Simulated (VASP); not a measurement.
Wanted: the native input for a VASP 6.6.1 run.

```yaml
Task: single point
Functional: PBE
Potentials_or_basis: VASP PAW PBE potentials, release 64 (Y_sv, V_sv, C, N)
Cutoff: 520 eV
k_mesh: 2 × 2 × 6
Occupations: gaussian, width 0.1 eV
Spin: collinear spin, ferromagnetic start
Starting_moments: "[0.0, 2.1, 0.0, 0.0, 0.0, 0.0, 0.0, 0.0, 0.0, 0.0] μB"
Dipole_correction: no
Further_INCAR_settings: ALGO = Normal; EDIFF = 1e-06; NBANDS = 45
```

The structure of YVC4N4 lies in POSCAR:

```
YVC4N4
1.0
    7.9856862608      0.0000000000      0.0000000000
    0.0000000000      7.9856862608      0.0000000000
    0.0000000000      0.0000000000      3.7206816831
Y V C N
1 1 4 4
Direct
    0.0000000000      0.0000000000      0.0000000000
    0.5000000000      0.5000000000      0.0000000000
    0.2175132397      0.7824867603      0.0000000000
    0.7824867603      0.2175132397      0.0000000000
    0.2175132397      0.2175132397      0.0000000000
    0.7824867603      0.7824867603      0.0000000000
    0.3213718627      0.6786281373      0.0000000000
    0.6786281373      0.3213718627      0.0000000000
    0.3213718627      0.3213718627      0.0000000000
    0.6786281373      0.6786281373      0.0000000000
```

The input as run:

INCAR

```
SYSTEM = YVC4N4
  PREC = Accurate
  ENCUT = 520
  EDIFF = 1E-6
  ISMEAR = 0
  SIGMA = 0.1
  LREAL = .FALSE.
  LASPH = .TRUE.
  NELM = 150
  ALGO = Normal
  ISIF = 2
  LWAVE = .FALSE.
  LCHARG = .FALSE.
  ISPIN = 2
  MAGMOM = 0 2.1 0 0 0 0 0 0 0 0
  LORBIT = 11
  LMAXMIX = 4
  GGA = PE
  NBANDS = 45
```

KPOINTS

```
Automatic mesh
0
G
  2 2 6
  0 0 0
```

Potentials or basis: VASP PAW PBE potentials, release 64 (Y_sv, V_sv, C, N).

Launch:

```bash
$ cat potpaw_PBE.64/Y_sv/POTCAR potpaw_PBE.64/V_sv/POTCAR potpaw_PBE.64/C/POTCAR potpaw_PBE.64/N/POTCAR > POTCAR
$ mpirun -np 1 vasp_std > vasp.out
```

Results of the run:

The pressure is 0.7 GPa. The largest force is 0.267 eV/Å, the net moment is 3.00 μB per cell and the site moments are Y -0.12; V +2.43; C +0.07; N -0.05 μB. The valence electrons inside the program's atomic spheres are Y 9.47; V 11.43; C 2.58; N 3.90.

Caveat: the k points lie up to 0.39 Å⁻¹ apart.

Run time: 3.9 min on 1 thread of Intel(R) Xeon(R) 6975P-C (Granite Rapids), with other jobs on the host, peak memory 0.51 GiB.
